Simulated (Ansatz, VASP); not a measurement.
# Ni in VASP and in Ansatz

File INCAR:

```
SYSTEM = Ni
PREC = Accurate
ENCUT = 520
EDIFF = 1E-6
ISMEAR = -1
SIGMA = 0.08
LREAL = .FALSE.
LASPH = .TRUE.
NELM = 150
ALGO = Normal
ISIF = 2
LWAVE = .FALSE.
LCHARG = .TRUE.
ISPIN = 2
MAGMOM = 1
LORBIT = 11
LMAXMIX = 4
GGA = CA
LELF = .TRUE.
LVHAR = .TRUE.
NBANDS = 15
```

The input KPOINTS:

```
Automatic mesh
0
G
  18 18 18
  0 0 0
```

POSCAR

```
Ni
1.0
    0.0000000000      1.5896139720      1.5896139720
    1.5896139720      0.0000000000      1.5896139720
    1.5896139720      1.5896139720      0.0000000000
Ni
1
Direct
    0.0000000000      0.0000000000      0.0000000000
```

Input for Ansatz:

```yaml
crystal:
  lattice:
    - [0.0, 1.589613972, 1.589613972]
    - [1.589613972, 0.0, 1.589613972]
    - [1.589613972, 1.589613972, 0.0]
  atoms:
    - { symbol: Ni, position: [0.0, 0.0, 0.0], spin: 1.0 }
magnetization:
  spin_polarized: true
kpoints:
  mp_grid: { grid: [18, 18, 18] }
scf:
  occupations: { method: fermi_dirac, width: 0.08 }
hamiltonian:
  xc: lda
  pseudopotentials: { kind: paw }
output:
  forces: true
  stress: true
  eigenvalues: true
  populations: true
```

Change from the starting cell: volume scaled by 0.8, PAW files.

Alike in both runs: task single point; functional LDA; k mesh 18 × 18 × 18; occupations fermi-dirac, width 0.08 eV; collinear spin.

|  | VASP | Ansatz |
| --- | --- | --- |
| version | VASP 6.6.1 | Ansatz 0.2.0 |
| potentials or method | VASP PAW LDA potentials, release 64 (Ni) | PAW with Ansatz's default frozen-core files, scalar-relativistic |
| plane-wave cutoff (eV) | 520 | 420 |
| valence electrons in the cell | 10 | 18 |

```tsv
	VASP	Ansatz	Ansatz less VASP
pressure (GPa)	95.9	96.8	+0.87
net moment per atom (μB)	0.49	0.53	+0.037
size of the moment on the site where the two differ most (μB)	0.48	0.55	+0.066
```

LDA's correlation is that of Perdew and Zunger in VASP and of Perdew and Wang (1992) in Ansatz. Site moments also hang on the region over which each program counts them. Both programs put the cell under a high pressure, so it lies far from rest at this level. VASP's potentials hold 10 valence electrons a cell and Ansatz's 18, so a difference there can come from the potentials and not from the codes.

Noted on VASP's run: the cell as given lies far from equilibrium.
